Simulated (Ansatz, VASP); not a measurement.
## One calculation of C, two programs

```xyz
2
Lattice="0.0000 1.7834 1.7834 1.7834 0.0000 1.7834 1.7834 1.7834 0.0000" Properties=species:S:1:pos:R:3 pbc="T T T"
C     2.6751    2.6751    2.6751
C     1.7834    1.7834    1.7834
```

Alike in both runs: task single point; functional PBE; k mesh 7 × 7 × 7; occupations fermi-dirac, width 0.05 eV; no spin polarisation.

|  | VASP | Ansatz |
| --- | --- | --- |
| version | VASP 6.6.1 | Ansatz 0.2.0 |
| potentials or method | VASP PAW PBE potentials, release 64 (C) | Ansatz PAW |
| plane-wave cutoff (eV) | 520 | 420 |
| valence electrons in the cell | 8 | 8 |

|  | VASP | Ansatz | Ansatz less VASP |
| --- | --- | --- | --- |
| gap on the k mesh at the Fermi level (eV) | 4.26 | 4.27 | +0.009 |
| least direct gap on the mesh (eV) | 5.59 | 5.59 | +0.004 |
| pressure (GPa) | 2.5 | 1.8 | -0.68 |

With one functional, cell and mesh, what is left measures potentials, basis and numerics.

The k mesh is coarse, so the values compare programs but aren't converged. Noted on Ansatz's run: Pulay correction over one GPa; odd divisions of the mesh miss points on the zone boundary, where band edges often lie, so the gap on the mesh can be too wide.
